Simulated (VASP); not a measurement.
Input of a VASP 6.6.1 run:

The input INCAR:

```
SYSTEM = BeAl
ALGO = Normal ; EDIFF = 1E-7
ENCUT = 520 ; GGA = PE
ISIF = 2 ; ISMEAR = 0
LASPH = .True. ; LCHARG = .False.
LREAL = .False. ; LWAVE = .False.
NBANDS = 10 ; NELM = 100
PREC = Accurate ; SIGMA = 0.1
```

File KPOINTS:

```
k-points
0
Gamma
  6 6 6
  0 0 0
```

POSCAR

```
BeAl
1.0
    2.7050174679     -0.0000000027      0.0000000000
   -1.3525087316      2.3426138462      0.0000000000
    0.0000000000      0.0000000000      4.8061349572
Be Al
1 1
Direct
    0.0000000000      0.0000000000      0.5000000000
    0.0000000000      0.0000000000      0.0000000000
```

Potentials or basis: VASP PAW PBE potentials, release 64 (Be, Al).

The run is started by

```sh
$ cat potpaw_PBE.64/Be/POTCAR potpaw_PBE.64/Al/POTCAR > POTCAR
$ mpirun -np 1 vasp_std > vasp.out
```

Q: Predict the pressure.

A: 0.0 GPa.

Q: What does it give for the band gap on the k mesh?

A: Zero (an odd number of electrons rules out a gap without spin polarisation).

Caveat: the k points lie up to 0.45 Å⁻¹ apart, too coarse for converged energies and pressures of a metal.
